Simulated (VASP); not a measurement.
CO2, 6 atoms in the cell. Symmetry: I-42d, No. 122, tetragonal system. Conventional cell: a = 3.949 Å, b = 3.949 Å, c = 6.028 Å, α = 90.00°, β = 90.00°, γ = 90.00°. Within 1.9 Å of O (site symmetry 2) lie 2 C at 1.40 Å. C (site symmetry -4) has 4 O at 1.40 Å within 1.9 Å. 

```yaml
Program: VASP 6.6.1
Task: relaxation of cell and atoms
Functional: PBEsol
Dispersion: D3(BJ)
Potentials_or_basis: VASP PAW PBE potentials, release 64 (O, C)
Cutoff: 600 eV
k_mesh: 9 × 9 × 9
Occupations: fermi-dirac, width 0.05 eV
Spin: no spin polarisation
Dipole_correction: no
Further_INCAR_settings: ALGO = Normal; EDIFF = 1e-06; IBRION = 2; EDIFFG = -0.01; NSW = 60; ISIF = 3
```

Potentials or basis: VASP PAW PBE potentials, release 64 (O, C).

Launch:

```console
$ cat potpaw_PBE.64/O/POTCAR potpaw_PBE.64/C/POTCAR > POTCAR
$ mpirun -np 1 vasp_std > vasp.out
```

Hardware: 1 thread of Oxide Virtual Turin-like Processor, on a shared host.

Problem. How long does it take, and how much memory?

Solution. Run time: 8.4 min on 1 thread of Oxide Virtual Turin-like Processor (shared host), peak memory 0.22 GiB. Counts: scf iterations 60, k points 75, ion steps 9.
